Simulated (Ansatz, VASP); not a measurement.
Two plane-wave programs on MgO2

```
CELL_PARAMETERS angstrom
1.54057 0.88945 3.63374
-1.54057 0.88945 3.63374
0.00000 -1.77890 3.63374
ATOMIC_POSITIONS crystal
Mg 0.00000 0.00000 0.00000
O 0.42879 0.42879 0.42879
O 0.57121 0.57121 0.57121
```

Change from the starting cell: strain -0.040 along x and y, +0.040 along z, atoms carried along.

Alike in both runs: task single point; functional PBEsol; k mesh 12 × 12 × 12; occupations gaussian, width 0.05 eV; no spin polarisation.

|  | VASP | Ansatz |
| --- | --- | --- |
| version | VASP 6.6.1 | Ansatz 0.2.0 |
| potentials or method | VASP PAW PBE potentials, release 64 (Mg, O), cutoff 520 eV | scalar-relativistic, plane waves, PAW |
| valence electrons in the cell | 14 | 22 |

|  | VASP | Ansatz | Ansatz less VASP |
| --- | --- | --- | --- |
| gap on the k mesh at the Fermi level (eV) | 1.28 | 1.30 | +0.022 |
| least direct gap on the mesh (eV) | 1.28 | 1.30 | +0.022 |
| pressure (GPa) | -3.2 | -2.9 | +0.27 |
| traceless stress, the component that is largest in VASP (GPa) | -20.65 | -21.28 | -0.634 |
| rms of the force components (eV/Å) | 0.678 | 0.732 | +0.0538 |

VASP's potentials were made for PBE, not for PBEsol. Atom by atom the forces differ by 0.054 eV/Å (rms over components). VASP's potentials hold 14 valence electrons a cell and Ansatz's 22, so a difference there can come from the potentials and not from the codes.
